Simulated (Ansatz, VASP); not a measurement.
**BAs in VASP and in Ansatz**

```
CELL_PARAMETERS angstrom
0.00000 2.40466 2.40466
2.40466 0.00000 2.40466
2.40466 2.40466 0.00000
ATOMIC_POSITIONS crystal
B 0.00000 0.00000 0.00000
As 0.25000 0.25000 0.25000
```

Alike in both runs: functional PBE; k mesh 14 × 14 × 14; occupations fermi-dirac, width 0.08 eV; no spin polarisation.

Ansatz relaxed the structure, and its values are those at the end. VASP's run is a single point on that final structure, the one shown.

```csv
,VASP,Ansatz
version,VASP 6.6.1,Ansatz 0.2.0
potentials or method,"VASP PAW PBE potentials, release 64 (B, As)","PAW with Ansatz's default frozen-core files, scalar-relativistic"
plane-wave cutoff (eV),520,420
valence electrons in the cell,8,18
```

Ansatz gave:

| Item | Value |
| --- | --- |
| pressure (GPa) | 0.0 |

Q: What did VASP give for the same quantities?

A: Pressure (GPa): 0.6.

VASP's potentials hold 8 valence electrons a cell and Ansatz's 18, so a difference there can come from the potentials and not from the codes.
